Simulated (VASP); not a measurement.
# Cr (P6_3/mmc) in VASP: further runs

Runs on Cr. Level: PBEsol. Tasks: single point.

Everything below comes from runs of VASP 6.6.1. Logs are shortened: lines on timing, memory, paths and dates and some standing lists are left out, and cuts for length are marked.

**1. The cell of the first run**

Symmetry: P6_3/mmc, No. 194, hexagonal system. The conventional cell has a = 2.456 Å, b = 2.456 Å, c = 4.398 Å, α = 90.00°, β = 90.00°, γ = 120.00°. Within 3.2 Å of Cr (site symmetry -6m2) lie 12 Cr at 2.46 to 2.62 Å.

This isn't the form of Cr at room conditions, which is bcc.

**2. Single point, PBEsol**

File INCAR:

```
ALGO = Normal
EDIFF = 1E-7
ENCUT = 520
GGA = PS
ISIF = 2
ISMEAR = 0
LASPH = T
LCHARG = F
LREAL = F
LWAVE = F
NBANDS = 19
NELM = 100
PREC = Accurate
SIGMA = 0.1
```

File KPOINTS:

```
k-points
0
Gamma
  18 18 10
```

File POSCAR:

```
Cr
1.0
    2.4555597072      0.0000000000      0.0000000000
   -1.2277798536      2.1265770870      0.0000000000
    0.0000000000      0.0000000000      4.3979646618
Cr
2
Direct
    0.3333333333      0.6666666667      0.2500000000
    0.6666666667      0.3333333333      0.7500000000
```

Potentials or basis: VASP PAW PBE potentials, release 64 (Cr_pv).

Command:

```bash
> cat potpaw_PBE.64/Cr_pv/POTCAR > POTCAR
> mpirun -np 1 vasp_std > vasp.out
```

OUTCAR:

```text
EDIFF = 1E-7
   ENCUT = 520
   GGA = PS
   ISIF = 2
   ISMEAR = 0
   LASPH = T
   LREAL = F
   NELM = 100
   PREC = Accurate

 ion  position               nearest neighbor table
   1  0.333  0.667  0.250-   2 2.62   2 2.62   2 2.62   2 2.62   2 2.62   2 2.62
   2  0.667  0.333  0.750-   1 2.62   1 2.62   1 2.62   1 2.62   1 2.62   1 2.62

  LATTYP: Found a hexagonal cell.
 ALAT       =     2.4555597072
 C/A-ratio  =     1.7910233047

  Lattice vectors:

 A1 = (   2.4555597072,   0.0000000000,   0.0000000000)
 A2 = (  -1.2277798536,   2.1265770870,   0.0000000000)
 A3 = (   0.0000000000,   0.0000000000,   4.3979646618)

Analysis of symmetry for initial positions (statically):
=====================================================================
 Subroutine PRICEL returns:
 Original cell was already a primitive cell.

 Routine SETGRP: Setting up the symmetry group for a
 hexagonal supercell.

 Subroutine GETGRP returns: Found 24 space group operations
 (whereof 12 operations were pure point group operations)
 out of a pool of 24 trial point group operations.

The static configuration has the point symmetry D_3d.
 The point group associated with its full space group is D_6h.

Analysis of symmetry for dynamics (positions and initial velocities):
=====================================================================
 Subroutine PRICEL returns:
 Original cell was already a primitive cell.

 Routine SETGRP: Setting up the symmetry group for a
 hexagonal supercell.

 Subroutine GETGRP returns: Found 24 space group operations
 (whereof 12 operations were pure point group operations)
 out of a pool of 24 trial point group operations.

The dynamic configuration has the point symmetry D_3d.
 The point group associated with its full space group is D_6h.

 Subroutine INISYM returns: Found 24 space group operations
 (whereof 12 operations are pure point group operations),
 and found     1 'primitive' translations

----------------------------------------------------------------------------------------

                                     Primitive cell

  volume of cell :      22.9659

[... 79 lines left out ...]
   PREC   = accura    normal or accurate (medium, high low for compatibility)
   ISTART =      0    job   : 0-new  1-cont  2-samecut
   ICHARG =      2    charge: 1-file 2-atom 10-const
   ISPIN  =      1    spin polarized calculation?
   LNONCOLLINEAR =      F non collinear calculations
   LSORBIT =      F    spin-orbit coupling
   LASPH  =      T    aspherical Exc in radial PAW
   ENCUT  =  520.0 eV  38.22 Ry    6.18 a.u.   4.57  4.57  8.18*2*pi/ulx,y,z
   NELM   =    100;   NELMIN=  2; NELMDL= -5     # of ELM steps
   EDIFF  = 0.1E-06   stopping-criterion for ELM
   LREAL  =      F    real-space projection
   EDIFFG = 0.1E-05   stopping-criterion for IOM
   NSW    =      0    number of steps for IOM
   IBRION =     -1    ionic relax: 0-MD 1-quasi-New 2-CG
   NFREE  =      0    steps in history (QN), initial steepest desc. (CG)
   ISIF   =      2    stress and relaxation
   ISYM   =      2    0-nonsym 1-usesym 2-fastsym
   POTIM  = 0.5000    time-step for ionic-motion
   TEBEG  =    0.0;   TEEND  =   0.0 temperature during run
   PSTRESS=    0.0 pullay stress
   NELECT =      24.0000    total number of electrons
   NUPDOWN=      -1.0000    fix difference up-down
   EMIN   =  10.00;   EMAX   =-10.00  energy-range for DOS
   EFERMI =   0.00;   METHOD = LEGACY
   ISMEAR =     0;   SIGMA  =   0.10  broadening in eV -4-tet -1-fermi 0-gaus
   EFERMI_NEDOS =   21; number of points for ismear=-14 and -15
   IALGO  =     38    algorithm
   IMIX   =      4    mixing-type and parameters
     AMIX     =   0.40;   BMIX     =  1.00
     AMIX_MAG =   1.60;   BMIX_MAG =  1.00
  volume/ion in A,a.u.               =      11.48        77.49
  Fermi-wavevector in a.u.,A,eV,Ry     =   1.661310  3.139421 37.551431  2.759952
  Thomas-Fermi vector in A             =   2.748396
   LORBIT       =      0    0 simple, 1 ext, 2 COOP (PROOUT), +10 PAW based schemes
   GGA     = PS    functional components
   LHFCALC =     F    Hartree Fock is set to
   AEXX    =    0.0000 exact exchange contribution
   IVDW    =     0    specifies the selected vdW correction
   LEPSILON=     F    determine dielectric tensor
   LRPA    =     F    only Hartree local field effects (RPA)
 non-spin polarized calculation
 Gauss-broadening in eV      SIGMA  =   0.10
  energy-cutoff  :      520.00
  volume of cell :       22.97
 maximum number of plane-waves:       636
   NGX =  9   NGY =  9   NGZ = 17

 number of electron      23.9999995 magnetization

 Free energy of the ion-electron system (eV)
  ---------------------------------------------------
  ext. energy  EPLUGINS =         0.00000000
  ---------------------------------------------------
  free energy    TOTEN  =       -19.65552626 eV

  energy without entropy =      -19.64195470  energy(sigma->0) =      -19.64874048

 E-fermi :  10.7371     XC(G=0): -13.8460

 val. band max:       10.7366549556   @ k =   0.2778   0.1667   0.2000
 cond. band min:      10.7374901729   @ k =   0.2222   0.2222   0.3000
 fundamental gap:      0.0008352172
 Fermi energy:        10.7371492547

 k-point     1 :       0.0000    0.0000    0.0000
  band No.  band energies     occupation
      1     -32.4167      2.00000
      2     -31.6576      2.00000
      3     -31.4848      2.00000
      4     -31.4848      2.00000
      5     -31.4133      2.00000
      6     -31.4133      2.00000
[... 505 lines left out ...]
      6     -31.6657      2.00000
[... 11 lines left out ...]
     18      18.2061      0.00000
     19      18.2773      0.00000

 [... further k-points ...]

------------------------ aborting loop because EDIFF is reached ----------------------------------------

  FORCE on cell =-STRESS in cart. coord.  units (eV):
  Direction    XX          YY          ZZ          XY          YZ          ZX
  --------------------------------------------------------------------------------------
  -------------------------------------------------------------------------------------
  Total       -0.0760810     -0.0760810     -0.0510645      0.0000000      0.0000000      0.0000000
  in kB       -5.3076630     -5.3076630     -3.5624297      0.0000000      0.0000000      0.0000000
  external PRESSURE =      -4.7259186 kB  Pullay stress =       0.0000000 kB

 VOLUME and BASIS-vectors are now :
 -----------------------------------------------------------------------------
  energy-cutoff  :      520.00
  volume of cell :       22.97
      direct lattice vectors                 reciprocal lattice vectors
     2.455559707  0.000000000  0.000000000     0.407239130  0.235119622  0.000000000
    -1.227779854  2.126577087  0.000000000     0.000000000  0.470239243  0.000000000
     0.000000000  0.000000000  4.397964662     0.000000000  0.000000000  0.227377907

 POSITION                                       TOTAL-FORCE (eV/Angst)
 -----------------------------------------------------------------------------------
     -0.00000      1.41772      1.09949         0.000000      0.000000      0.000000
      1.22778      0.70886      3.29847        -0.000000     -0.000000      0.000000
 -----------------------------------------------------------------------------------
    total drift:                               -0.000000      0.000000     -0.000000

  FREE ENERGIE OF THE ION-ELECTRON SYSTEM (eV)
  ---------------------------------------------------
  free  energy   TOTEN  =       -19.6555262619 eV

  energy  without entropy=      -19.6419547034  energy(sigma->0) =      -19.64874048
```

OSZICAR:

```text
N       E                     dE             d eps       ncg     rms          rms(c)
DAV:   1     0.237444512087E+03    0.23744E+03   -0.14473E+04  8468   0.159E+03
DAV:   2    -0.152022639477E+02   -0.25265E+03   -0.24728E+03  8540   0.439E+02
DAV:   3    -0.229846814618E+02   -0.77824E+01   -0.76810E+01  8846   0.926E+01
DAV:   4    -0.230887025757E+02   -0.10402E+00   -0.10392E+00 11245   0.971E+00
DAV:   5    -0.230904703549E+02   -0.17678E-02   -0.17595E-02  9248   0.126E+00    0.192E+01
DAV:   6    -0.196982772112E+02    0.33922E+01   -0.16262E+01  8823   0.460E+01    0.245E+00
DAV:   7    -0.196799942148E+02    0.18283E-01   -0.42163E-01  9096   0.549E+00    0.132E+00
DAV:   8    -0.196562222688E+02    0.23772E-01   -0.27481E-02 11495   0.190E+00    0.283E-01
DAV:   9    -0.196558066417E+02    0.41563E-03   -0.79746E-03  9024   0.903E-01    0.154E-01
DAV:  10    -0.196555212391E+02    0.28540E-03   -0.14396E-03  9057   0.400E-01    0.345E-02
DAV:  11    -0.196555296862E+02   -0.84471E-05   -0.34437E-05 12943   0.421E-02    0.126E-02
DAV:  12    -0.196555266403E+02    0.30459E-05   -0.33948E-06  9322   0.212E-02    0.259E-03
DAV:  13    -0.196555261889E+02    0.45142E-06   -0.20142E-07  7134   0.483E-03    0.933E-04
DAV:  14    -0.196555262619E+02   -0.72998E-07   -0.90383E-09  5400   0.110E-03
   1 F= -.19655526E+02 E0= -.19648740E+02  d E =-.135716E-01
```

stdout:

```text
POSCAR found type information on POSCAR Cr
 POSCAR found :  1 types and       2 ions
 scaLAPACK will be used
 -----------------------------------------------------------------------------
|                                                                             |
|                                                                             |
|     You enforced a specific xc type in the INCAR file but a different       |
|     I HOPE YOU KNOW WHAT YOU ARE DOING!                                     |
|                                                                             |
 -----------------------------------------------------------------------------

 LDA part: xc-table for (Slater+PW92), standard interpolation
 POSCAR, INCAR and KPOINTS ok, starting setup
 FFT: planning ... GRIDC
 FFT: planning ... GRID_SOFT
 FFT: planning ... GRID
 WAVECAR not read
 entering main loop
```

Run time: 2.2 min. Hardware: 1 thread of Intel Xeon 8259CL, shared host; peak memory 0.19 GiB.

What came out:

| Item | Value |
| --- | --- |
| Free energy | -19.6555 eV |
| Pressure | -0.5 GPa |
| Band gap on the k mesh | zero (bands 12 and 13 overlap by 1.33 eV) |

Caveat: the PAW data sets were made with another functional, which shifts forces and pressure a little; the run has no spin polarisation, though such a crystal can be magnetic.

(Continued in part 2 of 2.)

The gap in the log of VASP goes by the Fermi energy; the results here count the filled bands.